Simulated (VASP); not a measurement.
A run of VASP 6.6.1 is set up as follows.

File INCAR:

```
ALGO = Normal
EDIFF = 1E-6
ENCUT = 520
GGA = PE
ISIF = 2
ISMEAR = -1
LASPH = True
LCHARG = True
LELF = True
LREAL = False
LVHAR = True
LWAVE = False
NBANDS = 19
NELM = 60
PREC = Accurate
SIGMA = 0.1
```

KPOINTS

```
k-points
0
Gamma
  11 11 7
```

The input POSCAR:

```
Hg
1.0
    3.7191089836      0.0000000000      0.0000000000
   -1.8595544918      3.2208428593      0.0000000000
    0.0000000000      0.0000000000      5.8383353716
Hg
2
Direct
    0.3333333333      0.6666666667      0.2500000000
    0.6666666667      0.3333333333      0.7500000000
```

Potentials or basis: VASP PAW PBE potentials, release 64 (Hg).

Command:

```sh
$ cat potpaw_PBE.64/Hg/POTCAR > POTCAR
$ mpirun -np 1 vasp_std > vasp.out
```

Task: Predict the pressure.

Result: -0.6 GPa.

Task: What does it give for the band gap on the k mesh?

Result: 0.89 eV, indirect (least direct gap 1.86 eV).

Stress tensor (GPa, compression positive):
```
-0.56  0.00  0.00
 0.00 -0.56  0.00
 0.00  0.00 -0.65
```

Caveat: spin-orbit coupling is left out, which moves the levels of the heavy elements. A k mesh can miss the band edges.
